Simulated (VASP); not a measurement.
Here is a VASP 6.6.1 calculation.

File INCAR:

```
ALGO = Normal
EDIFF = 1E-7
ENCUT = 520
GGA = PS
ISIF = 2
ISMEAR = -1
LASPH = T
LCHARG = F
LREAL = F
LWAVE = F
NBANDS = 20
NELM = 80
PREC = Accurate
SIGMA = 0.15
```

File KPOINTS:

```
k-points
0
Gamma
  11 11 11
```

POSCAR

```
MoS2
1.0
    1.5855000000      0.9153890000      6.1149970000
   -1.5855000000      0.9153890000      6.1149970000
    0.0000000000     -1.8307780000      6.1149970000
Mo S
1 2
Direct
    0.0000000000      0.0000000000      0.0000000000
    0.7500000000      0.7500000000      0.7500000000
    0.2500000000      0.2500000000      0.2500000000
```

Potentials or basis: VASP PAW PBE potentials, release 64 (Mo_sv, S).

Run with:

```bash
$ cat potpaw_PBE.64/Mo_sv/POTCAR potpaw_PBE.64/S/POTCAR > POTCAR
$ mpirun -np 1 vasp_std > vasp.out
```

(1) Estimate the band gap on the k mesh.

(2) Predict the largest force.

(3) Predict the pressure.

Answers

(1) zero (bands 13 and 14 overlap by 0.54 eV).

(2) 0.764 eV/Å.

(3) 3.1 GPa.

Caveat: the cell stands under pressure; the PAW data sets were made with another functional, which shifts forces and pressure a little.
